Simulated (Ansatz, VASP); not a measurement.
**Ag: VASP beside Ansatz**

```
CELL_PARAMETERS angstrom
-1.70752 1.70752 1.54363
1.70752 -1.70752 1.54363
1.70752 1.70752 -1.54363
ATOMIC_POSITIONS crystal
Ag 0.00000 0.00000 0.00000
```

Alike in both runs: functional PBE; k mesh 24 × 24 × 24; occupations gaussian, width 0.1 eV; no spin polarisation.

Ansatz relaxed the structure, and its values are those at the end. VASP's run is a single point on that final structure, the one shown.

|  | VASP | Ansatz |
| --- | --- | --- |
| version | VASP 6.6.1 | Ansatz 0.2.0 |
| potentials or method | VASP PAW PBE potentials, release 64 (Ag), cutoff 520 eV | scalar-relativistic, plane waves, PAW |
| valence electrons in the cell | 11 | 19 |

```csv
,VASP,Ansatz,Ansatz less VASP
gap on the k mesh at the Fermi level (eV),none,none,-
pressure (GPa),-0.1,0.0,+0.11
```

A gap of «none» marks a metal or a gap that the smearing closes. With one functional, cell and mesh, what is left measures potentials, basis and numerics. VASP's potentials hold 11 valence electrons a cell and Ansatz's 19, so a difference there can come from the potentials and not from the codes.
